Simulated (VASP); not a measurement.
# Zn6O5 (a cell with a defect) in VASP: notebook

Zn6O5 (a cell with a defect) is run at these levels: PBE; tasks: single point.

All numbers are computed with VASP 6.6.1; they aren't measurements. Logs are shortened: lines on timing, memory, paths and dates and some standing lists are left out, and cuts for length are marked.

### Step 1. The cell of the first run

The cell holds a defect, 11 atoms: a = 5.293 Å, b = 5.680 Å, c = 5.680 Å, α = 120.00°, β = 90.00°, γ = 90.00°.

### Step 2. Single point, PBE

The input, INCAR:

```
PREC = Accurate
ENCUT = 520
EDIFF = 1E-6
ISMEAR = 0
SIGMA = 0.01
LREAL = False
LASPH = True
NELM = 80
ALGO = Normal
ISIF = 2
LWAVE = False
LCHARG = False
GGA = PE
NBANDS = 62
```

The input, KPOINTS:

```
Automatic mesh
0
Gamma
  3 3 3
```

The input, POSCAR:

```
Zn6O5
1.0
    0.0000000000      0.0000000000      5.2932332175
    4.9190861938      2.8400357381      0.0000000000
   -4.9190861938      2.8400357382      0.0000000000
Zn O
6 5
Direct
    0.5439652078      0.3333333333      1.0000000000
    0.4945493632      0.6666666667      0.6666666667
    0.4945493632      0.0000000000      0.3333333333
   -0.0083252420      0.3333333333      0.3062375758
   -0.0083252420      0.6395709092      1.0000000000
   -0.0083252420      0.0270957575      0.6937624242
    0.8814812847      0.6666666667      0.6666666667
    0.8814812847      0.0000000000      0.3333333333
    0.3770345442      0.3333333333      0.3237271407
    0.3770345442      0.6570604740      1.0000000000
    0.3770345442      0.0096061927      0.6762728593
```

Potentials or basis: VASP PAW PBE potentials, release 64 (Zn, O).

The run is started by

```bash
$ cat potpaw_PBE.64/Zn/POTCAR potpaw_PBE.64/O/POTCAR > POTCAR
$ mpirun -np 1 vasp_std > vasp.out
```

OUTCAR:

```text
PREC = Accurate
   ENCUT = 520
   EDIFF = 1E-6
   ISMEAR = 0
   LREAL = False
   LASPH = True
   NELM = 80
   ISIF = 2
   GGA = PE

 ion  position               nearest neighbor table
   1  0.544  0.333  0.000-  11 2.04  10 2.04   9 2.04   6 2.94   4 2.94   5 2.94
   2  0.495  0.667  0.667-  10 2.02  11 2.02   9 2.02   7 2.05
   3  0.495  0.000  0.333-   9 2.02  10 2.02  11 2.02   8 2.05
   4  0.992  0.333  0.306-   9 2.04   8 2.06   7 2.06   1 2.94   6 3.01   5 3.01
   5  0.992  0.640  0.000-  10 2.04   8 2.06   7 2.06   1 2.94   6 3.01   4 3.01
   6  0.992  0.027  0.694-  11 2.04   7 2.06   8 2.06   1 2.94   4 3.01   5 3.01
   7  0.881  0.667  0.667-   2 2.05   6 2.06   5 2.06   4 2.06
   8  0.881  0.000  0.333-   3 2.05   4 2.06   5 2.06   6 2.06
   9  0.377  0.333  0.324-   3 2.02   2 2.02   1 2.04   4 2.04
  10  0.377  0.657  0.000-   3 2.02   2 2.02   1 2.04   5 2.04
  11  0.377  0.010  0.676-   3 2.02   2 2.02   1 2.04   6 2.04

  LATTYP: Found a hexagonal cell.
 ALAT       =     5.6800714763
 C/A-ratio  =     0.9318955298

  Lattice vectors:

 A1 = (   4.9190861938,   2.8400357381,   0.0000000000)
 A2 = (  -4.9190861938,   2.8400357382,   0.0000000000)
 A3 = (   0.0000000000,   0.0000000000,   5.2932332175)

Analysis of symmetry for initial positions (statically):
=====================================================================
 Subroutine PRICEL returns:
 Original cell was already a primitive cell.

 Routine SETGRP: Setting up the symmetry group for a
 hexagonal supercell.

 Subroutine GETGRP returns: Found  6 space group operations
 (whereof  2 operations were pure point group operations)
 out of a pool of 24 trial point group operations.

The static configuration has the point symmetry C_1h.
 The point group associated with its full space group is C_3v.

Analysis of symmetry for dynamics (positions and initial velocities):
=====================================================================
 Subroutine PRICEL returns:
 Original cell was already a primitive cell.

 Routine SETGRP: Setting up the symmetry group for a
 hexagonal supercell.

 Subroutine GETGRP returns: Found  6 space group operations
 (whereof  2 operations were pure point group operations)
 out of a pool of 24 trial point group operations.

The dynamic configuration has the point symmetry C_1h.
 The point group associated with its full space group is C_3v.

 Subroutine INISYM returns: Found  6 space group operations
 (whereof  2 operations are pure point group operations),
 and found     1 'primitive' translations

----------------------------------------------------------------------------------------

                                     Primitive cell

  volume of cell :     147.8970

  direct lattice vectors                    reciprocal lattice vectors
     0.000000000  0.000000000  5.293233218     0.000000000  0.000000000  0.188920450
     4.919086194  2.840035738  0.000000000     0.101644895  0.176054123  0.000000000
    -4.919086194  2.840035738  0.000000000    -0.101644895  0.176054123  0.000000000

  length of vectors
     5.293233218  5.680071476  5.680071476     0.188920450  0.203289790  0.203289790

  position of ions in fractional coordinates (direct lattice)
     0.543965208  0.333333333  0.000000000
     0.494549363  0.666666667  0.666666667
     0.494549363  0.000000000  0.333333333
     0.991674758  0.333333333  0.306237576
     0.991674758  0.639570909  0.000000000
     0.991674758  0.027095757  0.693762424
     0.881481285  0.666666667  0.666666667
     0.881481285  0.000000000  0.333333333
     0.377034544  0.333333333  0.323727141
     0.377034544  0.657060474  0.000000000
     0.377034544  0.009606193  0.676272859

  ion indices of the primitive-cell ions
   primitive index   ion index
                 1           1
                 2           2
                 3           3
                 4           4
                 5           5
                 6           6
                 7           7
                 8           8
                 9           9
                10          10
                11          11

----------------------------------------------------------------------------------------

 KPOINTS: Automatic mesh

Automatic generation of k-mesh.
 Grid dimensions read from file:
 generate k-points for:    3    3    3

 Generating k-lattice:

  Cartesian coordinates                     Fractional coordinates (reciprocal lattice)
     0.000000000  0.000000000  0.062973483     0.333333333  0.000000000  0.000000000
     0.033881632  0.058684708  0.000000000     0.000000000  0.333333333  0.000000000
    -0.033881632  0.058684708  0.000000000     0.000000000  0.000000000  0.333333333

  Length of vectors
     0.062973483  0.067763263  0.067763263

  Shift w.r.t. Gamma in fractional coordinates (k-lattice)
     0.000000000  0.000000000  0.000000000

 Subroutine IBZKPT returns following result:
 ===========================================

 Found      7 irreducible k-points:

 Following reciprocal coordinates:
            Coordinates               Weight
  0.000000  0.000000  0.000000      1.000000
  0.333333  0.000000  0.000000      2.000000
  0.000000  0.333333  0.000000      6.000000
  0.333333  0.333333  0.000000     12.000000
  0.000000  0.333333  0.333333      2.000000
  0.333333  0.333333  0.333333      2.000000
  0.333333 -0.333333 -0.333333      2.000000
   k-points           NKPTS =      7   k-points in BZ     NKDIM =      7   number of bands    NBANDS=     62
   number of dos      NEDOS =    301   number of ions     NIONS =     11
   total plane-waves  NPLWV =  70560
   dimension x,y,z NGX =    40 NGY =   42 NGZ =   42
   dimension x,y,z NGXF=    80 NGYF=   84 NGZF=   84
   ions per type =               6   5
   NGX,Y,Z   is equivalent  to a cutoff of  12.56, 12.29, 12.29 a.u.
   NGXF,Y,Z  is equivalent  to a cutoff of  25.13, 24.59, 24.59 a.u.
 SYSTEM =  unknown system
   PREC   = accura    normal or accurate (medium, high low for compatibility)
   ISTART =      0    job   : 0-new  1-cont  2-samecut
   ICHARG =      2    charge: 1-file 2-atom 10-const
   ISPIN  =      1    spin polarized calculation?
   LNONCOLLINEAR =      F non collinear calculations
   LSORBIT =      F    spin-orbit coupling
   LASPH  =      T    aspherical Exc in radial PAW
   ENCUT  =  520.0 eV  38.22 Ry    6.18 a.u.   9.84 10.56 10.56*2*pi/ulx,y,z
   NELM   =     80;   NELMIN=  2; NELMDL= -5     # of ELM steps
   EDIFF  = 0.1E-05   stopping-criterion for ELM
   LREAL  =      F    real-space projection
   EDIFFG = 0.1E-04   stopping-criterion for IOM
   NSW    =      0    number of steps for IOM
   IBRION =     -1    ionic relax: 0-MD 1-quasi-New 2-CG
   NFREE  =      0    steps in history (QN), initial steepest desc. (CG)
   ISIF   =      2    stress and relaxation
   ISYM   =      2    0-nonsym 1-usesym 2-fastsym
   POTIM  = 0.5000    time-step for ionic-motion
   TEBEG  =    0.0;   TEEND  =   0.0 temperature during run
   PSTRESS=    0.0 pullay stress
   NELECT =     102.0000    total number of electrons
   NUPDOWN=      -1.0000    fix difference up-down
   EMIN   =  10.00;   EMAX   =-10.00  energy-range for DOS
   EFERMI =   0.00;   METHOD = LEGACY
   ISMEAR =     0;   SIGMA  =   0.01  broadening in eV -4-tet -1-fermi 0-gaus
   EFERMI_NEDOS =   21; number of points for ismear=-14 and -15
   IALGO  =     38    algorithm
   IMIX   =      4    mixing-type and parameters
     AMIX     =   0.40;   BMIX     =  1.00
     AMIX_MAG =   1.60;   BMIX_MAG =  1.00
  volume/ion in A,a.u.               =      13.45        90.73
  Fermi-wavevector in a.u.,A,eV,Ry     =   1.446400  2.733300 28.464388  2.092073
  Thomas-Fermi vector in A             =   2.564473
   LORBIT       =      0    0 simple, 1 ext, 2 COOP (PROOUT), +10 PAW based schemes
   GGA     = PE    functional components
   LHFCALC =     F    Hartree Fock is set to
   AEXX    =    0.0000 exact exchange contribution
   IVDW    =     0    specifies the selected vdW correction
   LEPSILON=     F    determine dielectric tensor
   LRPA    =     F    only Hartree local field effects (RPA)
 non-spin polarized calculation
 Gauss-broadening in eV      SIGMA  =   0.01
  energy-cutoff  :      520.00
  volume of cell :      147.90
 maximum number of plane-waves:      4015
 NGX is ok and might be reduce to    40
   NGX = 19   NGY = 21   NGZ = 21

 number of electron     102.0000084 magnetization

 Free energy of the ion-electron system (eV)
  ---------------------------------------------------
  ext. energy  EPLUGINS =         0.00000000
  ---------------------------------------------------
  free energy    TOTEN  =       -44.88349078 eV

  energy without entropy =      -44.88349078  energy(sigma->0) =      -44.88349078

 E-fermi :   0.8829     XC(G=0): -10.5271

 val. band max:        0.8355533339   @ k =   0.3333   0.3333   0.0000
 cond. band min:       2.9816563028   @ k =   0.0000   0.3333   0.0000
 fundamental gap:      2.1461029688
 Fermi energy:         0.8829472145

 k-point     1 :       0.0000    0.0000    0.0000
  band No.  band energies     occupation
      1     -16.9041      2.00000
      2     -16.3064      2.00000
      3     -16.2662      2.00000
      4     -16.2662      2.00000
      5     -16.1763      2.00000
      6      -5.1199      2.00000
[... 54 lines left out ...]
     61       8.4267      0.00000
     62       9.4599      0.00000

 k-point     2 :       0.3333    0.0000    0.0000
  band No.  band energies     occupation
      1     -16.7879      2.00000
      2     -16.4245      2.00000
      3     -16.2589      2.00000
      4     -16.2589      2.00000
      5     -16.1692      2.00000
      6      -5.2943      2.00000
[... 314 lines left out ...]
     61       8.9673      0.00000
     62       9.2818      0.00000

 k-point     7 :       0.3333   -0.3333   -0.3333
  band No.  band energies     occupation
      1     -16.4651      2.00000
      2     -16.4651      2.00000
      3     -16.4431      2.00000
      4     -16.2643      2.00000
      5     -16.2643      2.00000
      6      -5.4223      2.00000
[... 54 lines left out ...]
     61       9.2070      0.00000
     62       9.2947      0.00000

------------------------ aborting loop because EDIFF is reached ----------------------------------------

  FORCE on cell =-STRESS in cart. coord.  units (eV):
  Direction    XX          YY          ZZ          XY          YZ          ZX
  --------------------------------------------------------------------------------------
  -------------------------------------------------------------------------------------
  Total       -5.5428478     -5.5428478     -6.0567048      0.0000000     -0.0000000      0.0000000
  in kB      -60.0460265    -60.0460265    -65.6126725      0.0000000     -0.0000000      0.0000000
  external PRESSURE =     -61.9015752 kB  Pullay stress =       0.0000000 kB

 VOLUME and BASIS-vectors are now :
 -----------------------------------------------------------------------------
  energy-cutoff  :      520.00
  volume of cell :      147.90
      direct lattice vectors                 reciprocal lattice vectors
     0.000000000  0.000000000  5.293233218     0.000000000  0.000000000  0.188920450
     4.919086194  2.840035738  0.000000000     0.101644895  0.176054123  0.000000000
    -4.919086194  2.840035738  0.000000000    -0.101644895  0.176054123  0.000000000

 POSITION                                       TOTAL-FORCE (eV/Angst)
 -----------------------------------------------------------------------------------
      1.63970      0.94668      2.87933        -0.000000     -0.000000      0.066896
      0.00000      3.78671      2.61777        -0.000000     -0.000000     -0.005096
     -1.63970      0.94668      2.61777         0.000000     -0.000000     -0.005096
      0.13329      1.81640      5.24917         0.032212     -0.018598     -0.015465
      3.14610      1.81640      5.24917        -0.032212     -0.018598     -0.015465
     -3.27939      2.04726      5.24917         0.000000      0.037195     -0.015465
      0.00000      3.78671      4.66589         0.000000     -0.000000      0.004365
     -1.63970      0.94668      4.66589        -0.000000     -0.000000      0.004365
      0.04725      1.86608      1.99573         0.008486     -0.004899     -0.006346
      3.23214      1.86608      1.99573        -0.008486     -0.004899     -0.006346
     -3.27939      1.94792      1.99573         0.000000      0.009799     -0.006346
 -----------------------------------------------------------------------------------
    total drift:                               -0.000026      0.000005      0.000288

  FREE ENERGIE OF THE ION-ELECTRON SYSTEM (eV)
  ---------------------------------------------------
  free  energy   TOTEN  =       -44.8834907775 eV

  energy  without entropy=      -44.8834907775  energy(sigma->0) =      -44.88349078
```

Run time: 60 s. Hardware: 1 thread of Intel Xeon Platinum 8559C (Emerald Rapids), shared host; peak memory 0.26 GiB.

Results:

```
Free energy            : -44.8835 eV
Pressure               : -6.2 GPa
Largest force          : 0.067 eV/Å
Band gap on the k mesh : 2.15 eV
```

Forces on the atoms (eV/Å):
```
Zn   0.000  0.000  0.067
Zn   0.000  0.000 -0.005
Zn   0.000  0.000 -0.005
Zn   0.032 -0.019 -0.015
Zn  -0.032 -0.019 -0.015
Zn   0.000  0.037 -0.015
O    0.000  0.000  0.004
O    0.000  0.000  0.004
O    0.008 -0.005 -0.006
O   -0.008 -0.005 -0.006
O    0.000  0.010 -0.006
```

Levels at points of the mesh, in eV from the valence-band top:
```
           k point  band 47  band 48  band 49  band 50  band 51  band 52  band 53  band 54  band 55  band 56
(0.00, 0.00, 0.00)    -1.60    -1.60    -0.97    -0.63    -0.63     3.12     3.98     3.98     4.68     6.34
```

Caveat: the k points lie up to 0.43 Å⁻¹ apart.

(Part 1 of 2 ends here.)
